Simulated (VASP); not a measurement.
# CsH (Pm-3m) in VASP: vibrations by perturbation theory with LDA

Aim: the vibrations by perturbation theory of CsH with LDA.

Program: VASP 6.6.1. These are calculated values, not measurements. Logs are shortened: lines on timing, memory, paths and dates and some standing lists are left out, and cuts for length are marked.

### Step 1. The cell of the first run

Symmetry: Pm-3m, No. 221, cubic system. The conventional cell has a = 3.818 Å, b = 3.818 Å, c = 3.818 Å, α = 90.00°, β = 90.00°, γ = 90.00°. Cs (site symmetry m-3m) has 8 H at 3.31 Å and 6 Cs at 3.82 Å within 4.3 Å. H (site symmetry m-3m) has 8 Cs at 3.31 Å and 6 H at 3.82 Å within 4.3 Å.

### Step 2. Vibrations by perturbation theory, LDA

The input, INCAR:

```
PREC     = Accurate       # precision mode
ENCUT    = 520            # plane-wave cutoff, eV
EDIFF    = 1E-8           # SCF threshold, eV
ISMEAR   = 0              # smearing method
SIGMA    = 0.01           # smearing width, eV
LREAL    = F              # projectors in reciprocal space
LASPH    = T              # aspherical terms in the spheres
NELM     = 100            # most SCF steps
ALGO     = Normal         # electronic algorithm
ISIF     = 2              # what is computed and relaxed
LWAVE    = F              # write WAVECAR
LCHARG   = F              # write CHGCAR
GGA      = CA             # functional
IBRION   = 8              # ionic algorithm
NSW      = 1              # ionic steps
LEPSILON = T              # dielectric tensor by DFPT
```

The input, KPOINTS:

```
Automatic mesh
0
Gamma
  6 6 6
```

The input, POSCAR:

```
CsH
1.0
    3.8184085400      0.0000000000      0.0000000000
    0.0000000000      3.8184085400      0.0000000000
    0.0000000000      0.0000000000      3.8184085400
Cs H
1 1
Direct
    0.0000000000      0.0000000000      0.0000000000
    0.5000000000      0.5000000000      0.5000000000
```

Potentials or basis: VASP PAW LDA potentials, release 64 (Cs_sv, H).

On the command line:

```bash
$ cat potpaw_LDA.64/Cs_sv/POTCAR potpaw_LDA.64/H/POTCAR > POTCAR
$ mpirun -np 1 vasp_std > vasp.out
```

OUTCAR:

```text
PREC = Accurate
   ENCUT = 520
   EDIFF = 1E-8
   ISMEAR = 0
   LREAL = F
   LASPH = T
   NELM = 100
   ISIF = 2
   GGA = CA
   IBRION = 8
   NSW = 1
   LEPSILON = T

 ion  position               nearest neighbor table
   1  0.000  0.000  0.000-
   2  0.500  0.500  0.500-

  LATTYP: Found a simple cubic cell.
 ALAT       =     3.8184085400

  Lattice vectors:

 A1 = (   3.8184085400,   0.0000000000,   0.0000000000)
 A2 = (   0.0000000000,   3.8184085400,   0.0000000000)
 A3 = (   0.0000000000,   0.0000000000,   3.8184085400)

Analysis of symmetry for initial positions (statically):
=====================================================================
 Subroutine PRICEL returns:
 Original cell was already a primitive cell.

 Routine SETGRP: Setting up the symmetry group for a
 simple cubic supercell.

 Subroutine GETGRP returns: Found 48 space group operations
 (whereof 48 operations were pure point group operations)
 out of a pool of 48 trial point group operations.

The static configuration has the point symmetry O_h .

Analysis of symmetry for dynamics (positions and initial velocities):
=====================================================================
 Subroutine PRICEL returns:
 Original cell was already a primitive cell.

 Routine SETGRP: Setting up the symmetry group for a
 simple cubic supercell.

 Subroutine GETGRP returns: Found 48 space group operations
 (whereof 48 operations were pure point group operations)
 out of a pool of 48 trial point group operations.

[... 464 lines left out ...]

------------------------ aborting loop because EDIFF is reached ----------------------------------------

 INTERNAL STRAIN TENSOR  FOR ION    2  DIRECTION 1   (eV/Angst):
 -----------------------------------------------------------------------------
    -0.00577  0.00000  0.00000
    -0.00000  0.00478  0.00000
    -0.00000  0.00000  0.00478

 MACROSCOPIC STATIC DIELECTRIC TENSOR (including local field effects in DFT)
 ------------------------------------------------------
           3.896166    -0.000000     0.000000
           0.000000     3.896166     0.000000
           0.000000     0.000000     3.896166
 ------------------------------------------------------

 PIEZOELECTRIC TENSOR (including local field effects)  for field in x, y, z        (e  Angst)
          XX          YY          ZZ          XY          YZ          ZX
  --------------------------------------------------------------------------------
  x     0.00000     0.00000     0.00000     0.00000     0.00000     0.00000
  y     0.00000     0.00000     0.00000     0.00000     0.00000     0.00000
  z     0.00000     0.00000     0.00000     0.00000     0.00000     0.00000

 PIEZOELECTRIC TENSOR (including local field effects)  for field in x, y, z        (C/m^2)
          XX          YY          ZZ          XY          YZ          ZX
  --------------------------------------------------------------------------------
  x     0.00000     0.00000     0.00000     0.00000     0.00000     0.00000
  y     0.00000     0.00000     0.00000     0.00000     0.00000     0.00000
  z     0.00000     0.00000     0.00000     0.00000     0.00000     0.00000

 BORN EFFECTIVE CHARGES (including local field effects) (in |e|, cummulative output)
 ---------------------------------------------------------------------------------
 ion    1
    1     1.17070     0.00000     0.00000
    2     0.00000     1.17070     0.00000
    3     0.00000     0.00000     1.17070
 ion    2
    1    -1.17070    -0.00000    -0.00000
    2    -0.00000    -1.17070    -0.00000
    3    -0.00000    -0.00000    -1.17070

 INTERNAL STRAIN TENSOR FOR ION    2 for displacements in x,y,z  (eV/Angst):
          X           Y           Z          XY          YZ          ZX
  --------------------------------------------------------------------------------
  x     0.00000     0.00000     0.00000     0.00000     0.00000     0.00000
  y     0.00000     0.00000     0.00000     0.00000     0.00000     0.00000
  z     0.00000     0.00000     0.00000     0.00000     0.00000     0.00000

 SECOND DERIVATIVES (NOT SYMMETRIZED)
 ------------------------------------
               1X          1Y          1Z          2X          2Y          2Z
  1X    -0.305327    0.000000    0.000000    0.305327   -0.000000   -0.000000
  1Y     0.000000   -0.305327    0.000000   -0.000000    0.305327   -0.000000
  1Z     0.000000    0.000000   -0.305327   -0.000000   -0.000000    0.305327
  2X     0.294073   -0.000000   -0.000000   -0.294073    0.000000    0.000000
  2Y    -0.000000    0.294073   -0.000000    0.000000   -0.294073    0.000000
  2Z    -0.000000   -0.000000    0.294073    0.000000    0.000000   -0.294073

 Eigenvectors and eigenvalues of the dynamical matrix
 ----------------------------------------------------

   1 f  =    8.510769 THz    53.474740 2PiTHz  283.888704 cm-1    35.197698 meV
             X         Y         Z           dx          dy          dz
      0.000000  0.000000  0.000000     0.000000    0.088060    0.000000
      1.909204  1.909204  1.909204     0.000000   -0.996115    0.000000
[... 21 lines left out ...]
   6 f/i=    0.014017 THz     0.088072 2PiTHz    0.467562 cm-1     0.057970 meV
             X         Y         Z           dx          dy          dz
      0.000000  0.000000  0.000000     0.016274   -0.995982   -0.000000
      1.909204  1.909204  1.909204     0.001439   -0.088048    0.000000

--------------------------------------------------------------------------------------------------------

 MACROSCOPIC STATIC DIELECTRIC TENSOR IONIC CONTRIBUTION
 ------------------------------------------------------
          14.860957     0.000000     0.000000
           0.000000    14.860957     0.000000
           0.000000     0.000000    14.860957
 ------------------------------------------------------

 ELASTIC MODULI CONTR FROM IONIC RELAXATION (kBar)
 Direction    XX          YY          ZZ          XY          YZ          ZX
 --------------------------------------------------------------------------------
 XX           0.0000      0.0000      0.0000      0.0000      0.0000      0.0000
 YY           0.0000      0.0000      0.0000      0.0000      0.0000      0.0000
 ZZ           0.0000      0.0000      0.0000      0.0000      0.0000      0.0000
 XY           0.0000      0.0000      0.0000      0.0000      0.0000      0.0000
 YZ           0.0000      0.0000      0.0000      0.0000      0.0000      0.0000
 ZX           0.0000      0.0000      0.0000      0.0000      0.0000      0.0000
 --------------------------------------------------------------------------------

 PIEZOELECTRIC TENSOR IONIC CONTR  for field in x, y, z        (C/m^2)
          XX          YY          ZZ          XY          YZ          ZX
  --------------------------------------------------------------------------------
  x     0.00000     0.00000     0.00000     0.00000     0.00000     0.00000
  y     0.00000     0.00000     0.00000     0.00000     0.00000     0.00000
  z     0.00000     0.00000     0.00000     0.00000     0.00000     0.00000
```

stdout:

```text
POSCAR found type information on POSCAR CsH
 POSCAR found :  2 types and       2 ions
 scaLAPACK will be used
 LDA part: xc-table for (Slater(with rela. corr.)+CA(PZ))
 , standard interpolation
 POSCAR, INCAR and KPOINTS ok, starting setup
 FFT: planning ... GRIDC
 FFT: planning ... GRID_SOFT
 FFT: planning ... GRID
[... 24 lines left out ...]
 Linear response to external field, progress :
  Direction:   3
 dielectric tensor                  component  3 :     0.027    -0.076     3.896
 Linear response DOF=           2
 Linear response progress:
 first order change of Fermi-energy   0.74883E-03
 force on displaced ion       1 direction 1 :  -0.305   0.000  -0.000
 Born effective charge ion    1 direction 1 :   1.169   0.000   0.000
 Linear response progress:
 first order change of Fermi-energy   0.39196E-04
 force on displaced ion       2 direction 1 :  -0.294   0.000  -0.000
 Born effective charge ion    2 direction 1 :  -1.172   0.000   0.000
 Born effective charges drift removed
 Linear response finished
```

Run time: 50 s. Hardware: 1 thread of Intel Xeon 6975P-C (Granite Rapids), shared host; peak memory 0.19 GiB.

What came out:

* Electronic dielectric tensor (diagonal): 3.90
* Born charges (mean of the diagonal): Cs +1.17; H -1.17 e
* Highest phonon frequency at Γ: 284 cm⁻¹

Phonon frequencies in cm⁻¹ (negative: imaginary):
```csv
q point,frequencies
"(0.000, 0.000, 0.000)",0 0 0 284 284 284
```

Electronic dielectric tensor:
```
3.90 0.00 0.00
0.00 3.90 0.00
0.00 0.00 3.90
```

Born effective charge tensors (e):
atom 1, Cs
```
1.17 0.00 0.00
0.00 1.17 0.00
0.00 0.00 1.17
```
atom 2, H
```
-1.17  0.00  0.00
 0.00 -1.17  0.00
 0.00  0.00 -1.17
```

Caveat: the cell stands under pressure or tension, which shifts response properties; spin-orbit coupling is left out, which moves the levels of the heavy elements.
